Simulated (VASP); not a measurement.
# SiO3 (Pm-3m) in VASP: notebook

SiO3 is run at these levels: PBE; tasks: single point, relaxation of cell and atoms.

Everything below comes from runs of VASP 6.6.1. Logs are shortened: lines on timing, memory, paths and dates and some standing lists are left out, and cuts for length are marked.

## 1. The cell of the first run

The structure is cubic, space group Pm-3m (No. 221). Conventional cell: a = 3.475 Å, b = 3.475 Å, c = 3.475 Å, α = 90.00°, β = 90.00°, γ = 90.00°. Within 2.3 Å of Si (site symmetry m-3m) lie 6 O at 1.74 Å. Within 2.3 Å of O (site symmetry 4/mmm) lie 2 Si at 1.74 Å.

The cell was generated, and may not be a known phase.

## 2. Single point, PBE

INCAR reads:

```
PREC = Accurate
ENCUT = 520
EDIFF = 1E-6
ISMEAR = 0
SIGMA = 0.2
LREAL = False
LASPH = True
NELM = 60
ALGO = Normal
ISIF = 2
LWAVE = False
LCHARG = True
GGA = PE
LELF = True
LVHAR = True
NBANDS = 19
```

KPOINTS reads:

```
regular mesh
0
Gamma
  5 5 5
```

POSCAR reads:

```
SiO3
1.0
    3.4746178052      0.0000000000      0.0000000000
    0.0000000000      3.4746178052      0.0000000000
    0.0000000000      0.0000000000      3.4746178052
Si O
1 3
Direct
    0.5000000000      0.5000000000      0.5000000000
    0.0000000000      0.5000000000      0.5000000000
    0.5000000000      0.0000000000      0.5000000000
    0.5000000000      0.5000000000      0.0000000000
```

Potentials or basis: VASP PAW PBE potentials, release 64 (Si, O).

Launch:

```
> cat potpaw_PBE.64/Si/POTCAR potpaw_PBE.64/O/POTCAR > POTCAR
> mpirun -np 1 vasp_std > vasp.out
```

OUTCAR:

```text
PREC = Accurate
   ENCUT = 520
   EDIFF = 1E-6
   ISMEAR = 0
   LREAL = False
   LASPH = True
   NELM = 60
   ISIF = 2
   GGA = PE

 ion  position               nearest neighbor table
   1  0.500  0.500  0.500-   2 1.74   3 1.74   4 1.74   4 1.74   3 1.74   2 1.74
   2  0.000  0.500  0.500-   1 1.74   1 1.74
   3  0.500  0.000  0.500-   1 1.74   1 1.74
   4  0.500  0.500  0.000-   1 1.74   1 1.74

  LATTYP: Found a simple cubic cell.
 ALAT       =     3.4746178052

  Lattice vectors:

 A1 = (   3.4746178052,   0.0000000000,   0.0000000000)
 A2 = (   0.0000000000,   3.4746178052,   0.0000000000)
 A3 = (   0.0000000000,   0.0000000000,   3.4746178052)

Analysis of symmetry for initial positions (statically):
=====================================================================
 Subroutine PRICEL returns:
 Original cell was already a primitive cell.

 Routine SETGRP: Setting up the symmetry group for a
 simple cubic supercell.

 Subroutine GETGRP returns: Found 48 space group operations
 (whereof 48 operations were pure point group operations)
 out of a pool of 48 trial point group operations.

The static configuration has the point symmetry O_h .

Analysis of symmetry for dynamics (positions and initial velocities):
=====================================================================
 Subroutine PRICEL returns:
 Original cell was already a primitive cell.

 Routine SETGRP: Setting up the symmetry group for a
 simple cubic supercell.

 Subroutine GETGRP returns: Found 48 space group operations
 (whereof 48 operations were pure point group operations)
 out of a pool of 48 trial point group operations.

The dynamic configuration has the point symmetry O_h .

 Subroutine INISYM returns: Found 48 space group operations
 (whereof 48 operations are pure point group operations),
 and found     1 'primitive' translations

----------------------------------------------------------------------------------------

                                     Primitive cell

  volume of cell :      41.9490

  direct lattice vectors                    reciprocal lattice vectors
     3.474617805  0.000000000  0.000000000     0.287801438  0.000000000  0.000000000
     0.000000000  3.474617805  0.000000000     0.000000000  0.287801438  0.000000000
     0.000000000  0.000000000  3.474617805     0.000000000  0.000000000  0.287801438

  length of vectors
     3.474617805  3.474617805  3.474617805     0.287801438  0.287801438  0.287801438

  position of ions in fractional coordinates (direct lattice)
     0.500000000  0.500000000  0.500000000
     0.000000000  0.500000000  0.500000000
     0.500000000  0.000000000  0.500000000
     0.500000000  0.500000000  0.000000000

  ion indices of the primitive-cell ions
   primitive index   ion index
                 1           1
                 2           2
                 3           3
                 4           4

----------------------------------------------------------------------------------------

 KPOINTS: regular mesh

Automatic generation of k-mesh.
 Grid dimensions read from file:
 generate k-points for:    5    5    5

 Generating k-lattice:

  Cartesian coordinates                     Fractional coordinates (reciprocal lattice)
     0.057560288  0.000000000  0.000000000     0.200000000  0.000000000  0.000000000
     0.000000000  0.057560288  0.000000000     0.000000000  0.200000000  0.000000000
     0.000000000  0.000000000  0.057560288     0.000000000  0.000000000  0.200000000

  Length of vectors
     0.057560288  0.057560288  0.057560288

  Shift w.r.t. Gamma in fractional coordinates (k-lattice)
     0.000000000  0.000000000  0.000000000

 Subroutine IBZKPT returns following result:
 ===========================================

 Found     10 irreducible k-points:

 Following reciprocal coordinates:
            Coordinates               Weight
  0.000000  0.000000  0.000000      1.000000
  0.200000  0.000000  0.000000      6.000000
  0.400000  0.000000  0.000000      6.000000
  0.200000  0.200000  0.000000     12.000000
  0.400000  0.200000  0.000000     24.000000
  0.400000  0.400000  0.000000     12.000000
  0.200000  0.200000  0.200000      8.000000
  0.400000  0.200000  0.200000     24.000000
  0.400000  0.400000  0.200000     24.000000
  0.400000  0.400000  0.400000      8.000000
   k-points           NKPTS =     10   k-points in BZ     NKDIM =     10   number of bands    NBANDS=     19
   number of dos      NEDOS =    301   number of ions     NIONS =      4
   total plane-waves  NPLWV =  21952
   dimension x,y,z NGX =    28 NGY =   28 NGZ =   28
   dimension x,y,z NGXF=    56 NGYF=   56 NGZF=   56
   ions per type =               1   3
   NGX,Y,Z   is equivalent  to a cutoff of  13.40, 13.40, 13.40 a.u.
   NGXF,Y,Z  is equivalent  to a cutoff of  26.79, 26.79, 26.79 a.u.
 SYSTEM =  unknown system
   PREC   = accura    normal or accurate (medium, high low for compatibility)
   ISTART =      0    job   : 0-new  1-cont  2-samecut
   ICHARG =      2    charge: 1-file 2-atom 10-const
   ISPIN  =      1    spin polarized calculation?
   LNONCOLLINEAR =      F non collinear calculations
   LSORBIT =      F    spin-orbit coupling
   LASPH  =      T    aspherical Exc in radial PAW
   ENCUT  =  520.0 eV  38.22 Ry    6.18 a.u.   6.46  6.46  6.46*2*pi/ulx,y,z
   NELM   =     60;   NELMIN=  2; NELMDL= -5     # of ELM steps
   EDIFF  = 0.1E-05   stopping-criterion for ELM
   LREAL  =      F    real-space projection
   EDIFFG = 0.1E-04   stopping-criterion for IOM
   NSW    =      0    number of steps for IOM
   IBRION =     -1    ionic relax: 0-MD 1-quasi-New 2-CG
   NFREE  =      0    steps in history (QN), initial steepest desc. (CG)
   ISIF   =      2    stress and relaxation
   ISYM   =      2    0-nonsym 1-usesym 2-fastsym
   POTIM  = 0.5000    time-step for ionic-motion
   TEBEG  =    0.0;   TEEND  =   0.0 temperature during run
   PSTRESS=    0.0 pullay stress
   NELECT =      22.0000    total number of electrons
   NUPDOWN=      -1.0000    fix difference up-down
   EMIN   =  10.00;   EMAX   =-10.00  energy-range for DOS
   EFERMI =   0.00;   METHOD = LEGACY
   ISMEAR =     0;   SIGMA  =   0.20  broadening in eV -4-tet -1-fermi 0-gaus
   EFERMI_NEDOS =   21; number of points for ismear=-14 and -15
   IALGO  =     38    algorithm
   IMIX   =      4    mixing-type and parameters
     AMIX     =   0.40;   BMIX     =  1.00
     AMIX_MAG =   1.60;   BMIX_MAG =  1.00
  volume/ion in A,a.u.               =      10.49        70.77
  Fermi-wavevector in a.u.,A,eV,Ry     =   1.320207  2.494829 23.714226  1.742946
  Thomas-Fermi vector in A             =   2.450050
   LORBIT       =      0    0 simple, 1 ext, 2 COOP (PROOUT), +10 PAW based schemes
   GGA     = PE    functional components
   LHFCALC =     F    Hartree Fock is set to
   AEXX    =    0.0000 exact exchange contribution
   IVDW    =     0    specifies the selected vdW correction
   LEPSILON=     F    determine dielectric tensor
   LRPA    =     F    only Hartree local field effects (RPA)
 non-spin polarized calculation
 Gauss-broadening in eV      SIGMA  =   0.20
  energy-cutoff  :      520.00
  volume of cell :       41.95
 maximum number of plane-waves:      1141
 NGX is ok and might be reduce to    28
   NGX = 13   NGY = 13   NGZ = 13

 number of electron      21.9999989 magnetization

 Free energy of the ion-electron system (eV)
  ---------------------------------------------------
  ext. energy  EPLUGINS =         0.00000000
  ---------------------------------------------------
  free energy    TOTEN  =       -25.85002623 eV

  energy without entropy =      -25.73126784  energy(sigma->0) =      -25.79064703

 E-fermi :   2.0403     XC(G=0): -10.1290

 val. band max:        2.0050206652   @ k =   0.2000   0.2000   0.2000
 cond. band min:       2.0443833294   @ k =   0.4000   0.2000   0.0000
 fundamental gap:      0.0393626642
 Fermi energy:         2.0403117577

 k-point     1 :       0.0000    0.0000    0.0000
  band No.  band energies     occupation
      1     -18.1885      2.00000
      2     -14.3171      2.00000
      3     -14.3171      2.00000
      4      -4.6830      2.00000
      5      -4.6830      2.00000
      6      -4.6830      2.00000
[... 11 lines left out ...]
     18      19.0025      0.00000
     19      19.0025      0.00000

 k-point     2 :       0.2000    0.0000    0.0000
  band No.  band energies     occupation
      1     -17.9448      2.00000
      2     -14.7131      2.00000
      3     -14.3000      2.00000
      4      -4.5230      2.00000
      5      -4.5230      2.00000
      6      -4.3770      2.00000
[... 11 lines left out ...]
     18      18.1476      0.00000
     19      19.7598      0.00000

 k-point     3 :       0.4000    0.0000    0.0000
  band No.  band energies     occupation
      1     -17.3719      2.00000
      2     -15.5201      2.00000
      3     -14.2723      2.00000
      4      -4.2218      2.00000
      5      -4.2218      2.00000
      6      -3.7419      2.00000
[... 11 lines left out ...]
     18      18.4168      0.00000
     19      18.4168      0.00000

 k-point     4 :       0.2000    0.2000    0.0000
  band No.  band energies     occupation
      1     -17.7028      2.00000
      2     -14.8246      2.00000
      3     -14.5141      2.00000
      4      -5.1022      2.00000
      5      -4.3614      2.00000
      6      -3.3982      2.00000
[... 99 lines left out ...]
     18      18.1583      0.00000
     19      19.3961      0.00000

 k-point     9 :       0.4000    0.4000    0.2000
  band No.  band energies     occupation
      1     -16.3152      2.00000
      2     -15.4610      2.00000
      3     -15.2292      2.00000
      4      -7.1250      2.00000
      5      -2.3825      2.00000
      6      -1.9531      2.00000
[... 11 lines left out ...]
     18      18.8489      0.00000
     19      18.9832      0.00000

 k-point    10 :       0.4000    0.4000    0.4000
  band No.  band energies     occupation
      1     -15.8703      2.00000
      2     -15.4029      2.00000
      3     -15.4029      2.00000
      4      -8.2979      2.00000
      5      -1.9137      2.00000
      6      -1.8378      2.00000
[... 11 lines left out ...]
     18      19.4584      0.00000
     19      19.8357      0.00000

------------------------ aborting loop because EDIFF is reached ----------------------------------------

  FORCE on cell =-STRESS in cart. coord.  units (eV):
  Direction    XX          YY          ZZ          XY          YZ          ZX
  --------------------------------------------------------------------------------------
  -------------------------------------------------------------------------------------
  Total       -0.0103864     -0.0103864     -0.0103864      0.0000000      0.0000000     -0.0000000
  in kB       -0.3966914     -0.3966914     -0.3966914      0.0000000      0.0000000     -0.0000000
  external PRESSURE =      -0.3966914 kB  Pullay stress =       0.0000000 kB

 VOLUME and BASIS-vectors are now :
 -----------------------------------------------------------------------------
  energy-cutoff  :      520.00
  volume of cell :       41.95
      direct lattice vectors                 reciprocal lattice vectors
     3.474617805  0.000000000  0.000000000     0.287801438  0.000000000  0.000000000
     0.000000000  3.474617805  0.000000000     0.000000000  0.287801438  0.000000000
     0.000000000  0.000000000  3.474617805     0.000000000  0.000000000  0.287801438

 POSITION                                       TOTAL-FORCE (eV/Angst)
 -----------------------------------------------------------------------------------
      1.73731      1.73731      1.73731         0.000000      0.000000      0.000000
      0.00000      1.73731      1.73731         0.000000      0.000000      0.000000
      1.73731      0.00000      1.73731         0.000000      0.000000      0.000000
      1.73731      1.73731      0.00000         0.000000      0.000000      0.000000
 -----------------------------------------------------------------------------------
    total drift:                                0.000000      0.000000      0.000000

  FREE ENERGIE OF THE ION-ELECTRON SYSTEM (eV)
  ---------------------------------------------------
  free  energy   TOTEN  =       -25.8500262318 eV

  energy  without entropy=      -25.7312678373  energy(sigma->0) =      -25.79064703
```

Wall time 12 s (1 thread of Intel Xeon 8259CL, shared host); peak memory 0.15 GiB.

What came out:

```
Free energy            : -25.8500 eV
Pressure               : 0.0 GPa
Band gap on the k mesh : zero (bands 11 and 12 overlap by 1.08 eV)
```

Caveat: the k points lie up to 0.36 Å⁻¹ apart, too coarse for converged energies and pressures of a metal.

## 3. Relaxation of cell and atoms, PBE

This run uses another cell than the first one, of 11.75 Å³/atom.

INCAR reads:

```
PREC = Accurate ; ENCUT = 600
EDIFF = 1E-6 ; ISMEAR = 0
SIGMA = 0.2 ; LREAL = False
LASPH = True ; NELM = 60
ALGO = Normal ; ISIF = 3
LWAVE = False ; LCHARG = False
GGA = PE ; IBRION = 2
NSW = 36 ; EDIFFG = -0.08
```

KPOINTS is that of step 2.

POSCAR reads:

```
SiO3
1.0
    3.6090495900      0.0000000000      0.0000000000
    0.0000000000      3.6090495900      0.0000000000
    0.0000000000      0.0000000000      3.6090495900
Si O
1 3
Direct
    0.5000000000      0.5000000000      0.5000000000
    0.0000000000      0.5000000000      0.5000000000
    0.5000000000      0.0000000000      0.5000000000
    0.5000000000      0.5000000000      0.0000000000
```

Potentials or basis: VASP PAW PBE potentials, release 64 (Si, O).

Launch:

```
> cat potpaw_PBE.64/Si/POTCAR potpaw_PBE.64/O/POTCAR > POTCAR
> mpirun -np 1 vasp_std > vasp.out
```

It took 32 s on 1 thread of Intel Xeon 8259CL, shared host; peak memory 0.16 GiB.

The run converged. Its results:

* Free energy: -25.8729 eV
* Relaxed volume: 10.48 Å³/atom
* Relaxed cell: a = 3.473 Å, b = 3.473 Å, c = 3.473 Å, α = 90.00°, β = 90.00°, γ = 90.00°
* Space group after relaxing (to 0.1 Å): Pm-3m (No. 221)
* Energy gained by relaxing: 80.2 meV/atom
* Ionic steps: 3
* Pressure after relaxing: -0.2 GPa
* Band gap on the k mesh: zero (bands 11 and 12 overlap by 1.08 eV)

Step by step:
```
step  energy change (eV)  largest force (eV/Å)  pressure (GPa)  volume (Å³)
   1              0.0000                0.0000          -17.99        47.01
   2             -0.1365                0.0000           19.38        38.59
   3             -0.3207                0.0000           -0.19        41.90
```

Final structure:
```
Si O
1.0
     3.47338    0.00000    0.00000
     0.00000    3.47338    0.00000
     0.00000    0.00000    3.47338
Si O
1 3
Cartesian
  1.7367 1.7367 1.7367
  0.0000 1.7367 1.7367
  1.7367 0.0000 1.7367
  1.7367 1.7367 0.0000
```

Levels at points of the mesh, in eV from the Fermi level:
```tsv
k point	band 9	band 10	band 11	band 12	band 13	band 14
(0.00, 0.00, 0.00)	-0.51	-0.32	-0.32	-0.32	6.43	8.96
```

The gap in the log of VASP goes by the Fermi energy; the results here count the filled bands.